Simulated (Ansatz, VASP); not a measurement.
Two plane-wave programs on Sb

File INCAR:

```
PREC = Accurate
ENCUT = 520
EDIFF = 1E-6
ISMEAR = -1
SIGMA = 0.15
LREAL = F
LASPH = T
NELM = 60
ALGO = Normal
ISIF = 2
LWAVE = F
LCHARG = F
GGA = PS
NBANDS = 12
```

KPOINTS

```
Automatic mesh
0
Gamma
  8 8 8
```

File POSCAR:

```
Sb
1.0
    2.1720041132      1.2540072099      3.7890592597
   -2.1720041132      1.2540072099      3.7890592597
    0.0000000000     -2.5080144199      3.7890592597
Sb
2
Direct
    0.2334900000      0.2334900000      0.2334900000
    0.7665100000      0.7665100000      0.7665100000
```

Input for Ansatz:

```yaml
crystal:
  lattice:
    - [2.17200411317742, 1.2540072099498312, 3.789059259734818]
    - [-2.17200411317742, 1.2540072099498312, 3.789059259734818]
    - [0.0, -2.5080144198996623, 3.789059259734818]
  atoms:
    - { symbol: Sb, position: [0.23349, 0.23349, 0.23349] }
    - { symbol: Sb, position: [0.76651, 0.76651, 0.76651] }
basis:
  ecutwfc: 500.0
kpoints:
  mp_grid:
    grid: [8, 8, 8]
hamiltonian:
  xc: pbesol
  pseudopotentials:
    kind: paw
scf:
  occupations:
    method: fermi_dirac
    width: 0.15
output:
  stress: true
```

Alike in both runs: task single point; functional PBEsol; k mesh 8 × 8 × 8; occupations fermi-dirac, width 0.15 eV; no spin polarisation.

|  | VASP | Ansatz |
| --- | --- | --- |
| version | VASP 6.6.1 | Ansatz 0.2.0 |
| potentials or method | VASP PAW PBE potentials, release 64 (Sb), cutoff 520 eV | plane waves, PAW |
| valence electrons in the cell | 10 | 30 |

Ansatz gave:

- pressure (GPa): -1.3
- traceless stress, the component that is largest in VASP (GPa): -0.03

What did VASP give for the same quantities?

Pressure (GPa): -1.2; traceless stress, the component that is largest in VASP (GPa): -0.08.

VASP's potentials were made for PBE, not for PBEsol. VASP's potentials hold 10 valence electrons a cell and Ansatz's 30, so a difference there can come from the potentials and not from the codes.

Neither program's run includes spin-orbit coupling.
